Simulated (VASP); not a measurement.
ZrTaS4:

```
CELL_PARAMETERS angstrom
0.00000 3.80973 3.80973
3.80973 0.00000 3.80973
3.80973 3.80973 0.00000
ATOMIC_POSITIONS crystal
Zr 0.00000 0.00000 0.00000
Ta 0.75000 0.75000 0.75000
S 0.37500 0.87500 0.37500
S 0.37500 0.37500 0.87500
S 0.37500 0.37500 0.37500
S 0.87500 0.37500 0.37500
```

* Program: VASP 6.6.1
* Task: relaxation of cell and atoms
* Functional: PBE
* Potentials or basis: VASP PAW PBE potentials, release 64 (Zr_sv, Ta_pv, S)
* Cutoff: 600 eV
* k mesh: 4 × 4 × 4
* Occupations: gaussian, width 0.1 eV
* Spin: no spin polarisation

At the start: pressure -8.7 GPa; volume 18.43 Å³/atom.

Q: How do energy, volume and symmetry change on relaxing?

A: Over 5 steps the energy falls by 55.9 meV/atom and the volume is 16.61 Å³/atom (-9.9 %); space group F-43m (No. 216, to 0.05 Å).

Step by step:
```tsv
step	energy change (eV)	largest force (eV/Å)	pressure (GPa)	volume (Å³)
1	0.0000	0.2081	-8.66	110.59
2	-0.2784	0.0132	4.65	95.39
3	-0.3348	0.0680	0.05	99.41
4	-0.3347	0.0717	-0.18	99.63
5	-0.3352	0.0106	-0.20	99.65
```

Final structure:
```
Zr Ta S
1.0
     0.00000    3.67974    3.67974
     3.67974    0.00000    3.67974
     3.67974    3.67974    0.00000
Zr Ta S
1 1 4
Direct
  0.00000 0.00000 0.00000
  0.75000 0.75000 0.75000
  0.37577 0.87269 0.37577
  0.37577 0.37577 0.87269
  0.37577 0.37577 0.37577
  0.87269 0.37577 0.37577
```
